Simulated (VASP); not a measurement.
# ScZn (Pm-3m) in VASP: vibrations by perturbation theory with LDA

Aim: the vibrations by perturbation theory of ScZn with LDA.

All numbers are computed with VASP 6.6.1; they aren't measurements. Logs are shortened: lines on timing, memory, paths and dates and some standing lists are left out, and cuts for length are marked.

### Step 1. The cell of the first run

Symmetry: Pm-3m, No. 221, cubic system. The conventional cell has a = 3.257 Å, b = 3.257 Å, c = 3.257 Å, α = 90.00°, β = 90.00°, γ = 90.00°. Within 3.7 Å of Sc (site symmetry m-3m) lie 8 Zn at 2.82 Å and 6 Sc at 3.26 Å. Within 3.7 Å of Zn (site symmetry m-3m) lie 8 Sc at 2.82 Å and 6 Zn at 3.26 Å.

### Step 2. Vibrations by perturbation theory, LDA

The input, INCAR:

```
PREC = Accurate ; ENCUT = 520
EDIFF = 1E-8 ; ISMEAR = -1
SIGMA = 0.15 ; LREAL = False
LASPH = True ; NELM = 80
ALGO = Fast ; ISIF = 2
LWAVE = False ; LCHARG = False
GGA = CA ; NBANDS = 18
IBRION = 8 ; NSW = 1
```

The input, KPOINTS:

```
Automatic mesh
0
Gamma
  14 14 14
```

The input, POSCAR:

```
ScZn
1.0
    3.2570241425      0.0000000000      0.0000000000
    0.0000000000      3.2570241425      0.0000000000
    0.0000000000      0.0000000000      3.2570241425
Sc Zn
1 1
Direct
    0.0000000000      0.0000000000      0.0000000000
    0.5000000000      0.5000000000      0.5000000000
```

Potentials or basis: VASP PAW LDA potentials, release 64 (Sc_sv, Zn).

Run with:

```
$ cat potpaw_LDA.64/Sc_sv/POTCAR potpaw_LDA.64/Zn/POTCAR > POTCAR
$ mpirun -np 1 vasp_std > vasp.out
```

OUTCAR:

```text
PREC = Accurate
   ENCUT = 520
   EDIFF = 1E-8
   ISMEAR = -1
   LREAL = False
   LASPH = True
   NELM = 80
   ISIF = 2
   GGA = CA
   IBRION = 8
   NSW = 1

 ion  position               nearest neighbor table
   1  0.000  0.000  0.000-   2 2.82   2 2.82   2 2.82   2 2.82   2 2.82   2 2.82   2 2.82   2 2.82

   2  0.500  0.500  0.500-   1 2.82   1 2.82   1 2.82   1 2.82   1 2.82   1 2.82   1 2.82   1 2.82

  LATTYP: Found a simple cubic cell.
 ALAT       =     3.2570241425

  Lattice vectors:

 A1 = (   3.2570241425,   0.0000000000,   0.0000000000)
 A2 = (   0.0000000000,   3.2570241425,   0.0000000000)
 A3 = (   0.0000000000,   0.0000000000,   3.2570241425)

Analysis of symmetry for initial positions (statically):
=====================================================================
 Subroutine PRICEL returns:
 Original cell was already a primitive cell.

 Routine SETGRP: Setting up the symmetry group for a
 simple cubic supercell.

 Subroutine GETGRP returns: Found 48 space group operations
 (whereof 48 operations were pure point group operations)
 out of a pool of 48 trial point group operations.

The static configuration has the point symmetry O_h .

Analysis of symmetry for dynamics (positions and initial velocities):
=====================================================================
 Subroutine PRICEL returns:
 Original cell was already a primitive cell.

 Routine SETGRP: Setting up the symmetry group for a
 simple cubic supercell.

 Subroutine GETGRP returns: Found 48 space group operations
 (whereof 48 operations were pure point group operations)
 out of a pool of 48 trial point group operations.

The dynamic configuration has the point symmetry O_h .

 Subroutine INISYM returns: Found 48 space group operations
 (whereof 48 operations are pure point group operations),
 and found     1 'primitive' translations

[... 665 lines left out ...]
  external PRESSURE =       3.7713035 kB  Pullay stress =       0.0000000 kB

 VOLUME and BASIS-vectors are now :
 -----------------------------------------------------------------------------
  energy-cutoff  :      520.00
  volume of cell :       34.55
      direct lattice vectors                 reciprocal lattice vectors
     3.257024143  0.000000000  0.000000000     0.307028734  0.000000000  0.000000000
     0.000000000  3.257024143  0.000000000     0.000000000  0.307028734  0.000000000
     0.000000000  0.000000000  3.257024143     0.000000000  0.000000000  0.307028734

 POSITION                                       TOTAL-FORCE (eV/Angst)
 -----------------------------------------------------------------------------------
      0.00000      0.00000      0.00000         0.000000      0.000000      0.000000
      1.62851      1.62851      1.62851         0.000000      0.000000      0.000000
 -----------------------------------------------------------------------------------
    total drift:                                0.000000      0.000000     -0.000000

  FREE ENERGIE OF THE ION-ELECTRON SYSTEM (eV)
  ---------------------------------------------------
  free  energy   TOTEN  =        -9.4684841467 eV

  energy  without entropy=       -9.3413205246  energy(sigma->0) =       -9.40490234

[... ionic steps 2 to 3 ...]

--------------------------------------- Ionic step        4  -------------------------------------------

------------------------ aborting loop because EDIFF is reached ----------------------------------------

[... ionic steps 5 to 6 ...]

--------------------------------------- Ionic step        7  -------------------------------------------

 Free energy of the ion-electron system (eV)
  ---------------------------------------------------
  ---------------------------------------------------
  free energy    TOTEN  =        -0.20928084 eV

  energy without entropy =       -0.20928083

------------------------ aborting loop because EDIFF is reached ----------------------------------------

 INTERNAL STRAIN TENSOR  FOR ION    2  DIRECTION 1   (eV/Angst):
 -----------------------------------------------------------------------------
     0.00561  0.00000 -0.00000
     0.00000  0.00141 -0.00000
    -0.00000 -0.00000  0.00141

 INTERNAL STRAIN TENSOR FOR ION    2 for displacements in x,y,z  (eV/Angst):
          X           Y           Z          XY          YZ          ZX
  --------------------------------------------------------------------------------
  x     0.00000     0.00000     0.00000     0.00000     0.00000     0.00000
  y     0.00000     0.00000     0.00000     0.00000     0.00000     0.00000
  z     0.00000     0.00000     0.00000     0.00000     0.00000     0.00000

 SECOND DERIVATIVES (NOT SYMMETRIZED)
 ------------------------------------
               1X          1Y          1Z          2X          2Y          2Z
  1X    -4.262020   -0.000000   -0.000000    4.262020    0.000000    0.000000
  1Y    -0.000000   -4.262020   -0.000000    0.000000    4.262020    0.000000
  1Z     0.000000   -0.000000   -4.262020   -0.000000    0.000000    4.262020
  2X     4.281029   -0.000000    0.000000   -4.281029    0.000000   -0.000000
  2Y    -0.000000    4.281029   -0.000000    0.000000   -4.281029    0.000000
  2Z     0.000000    0.000000    4.281029    0.000000   -0.000000   -4.281029

 Eigenvectors and eigenvalues of the dynamical matrix
 ----------------------------------------------------

   1 f  =    6.258666 THz    39.324356 2PiTHz  208.766613 cm-1    25.883750 meV
             X         Y         Z           dx          dy          dz
      0.000000  0.000000  0.000000    -0.000000    0.000000    0.769100
      1.628512  1.628512  1.628512    -0.000000    0.000000   -0.639128
[... 21 lines left out ...]
   6 f/i=    0.006846 THz     0.043012 2PiTHz    0.228345 cm-1     0.028311 meV
             X         Y         Z           dx          dy          dz
      0.000000  0.000000  0.000000    -0.458199   -0.445245   -0.017174
      1.628512  1.628512  1.628512    -0.551378   -0.535790   -0.020667

--------------------------------------------------------------------------------------------------------

 ELASTIC MODULI CONTR FROM IONIC RELAXATION (kBar)
 Direction    XX          YY          ZZ          XY          YZ          ZX
 --------------------------------------------------------------------------------
 XX           0.0000      0.0000      0.0000      0.0000      0.0000      0.0000
 YY           0.0000      0.0000      0.0000      0.0000      0.0000      0.0000
 ZZ           0.0000      0.0000      0.0000      0.0000      0.0000      0.0000
 XY           0.0000      0.0000      0.0000      0.0000      0.0000      0.0000
 YZ           0.0000      0.0000      0.0000      0.0000      0.0000      0.0000
 ZX           0.0000      0.0000      0.0000      0.0000      0.0000      0.0000
 --------------------------------------------------------------------------------
```

OSZICAR:

```text
N       E                     dE             d eps       ncg     rms          rms(c)
DAV:   1     0.153518512419E+03    0.15352E+03   -0.10695E+04  4408   0.161E+03
DAV:   2    -0.426404609739E+01   -0.15778E+03   -0.15546E+03  4344   0.401E+02
DAV:   3    -0.104917355881E+02   -0.62277E+01   -0.61766E+01  6164   0.981E+01
DAV:   4    -0.105579643059E+02   -0.66229E-01   -0.66143E-01  5950   0.882E+00
[... 49 lines left out ...]
RMM:   8    -0.209281440854E+00    0.10139E-06   -0.47665E-08 18977   0.953E-04    0.485E-05
RMM:   9    -0.209281096440E+00    0.34441E-06   -0.37566E-08 19518   0.528E-04    0.222E-05
RMM:  10    -0.209280875329E+00    0.22111E-06   -0.35981E-08 19969   0.429E-04    0.586E-06
RMM:  11    -0.209280844150E+00    0.31179E-07   -0.35933E-08 20095   0.415E-04    0.116E-06
RMM:  12    -0.209280839779E+00    0.43709E-08   -0.36114E-08 20470   0.412E-04    0.452E-07
 Linear response finished
```

Run time: 4.7 min. Hardware: 1 thread of Intel Xeon Platinum 8488C (Sapphire Rapids), shared host; peak memory 0.46 GiB.

What came out:

```yaml
Highest_phonon_frequency_at_Γ: 209 cm⁻¹
```

Phonon frequencies in cm⁻¹ (negative: imaginary):
```csv
q point,frequencies
"(0.000, 0.000, 0.000)",0 0 0 209 209 209
```
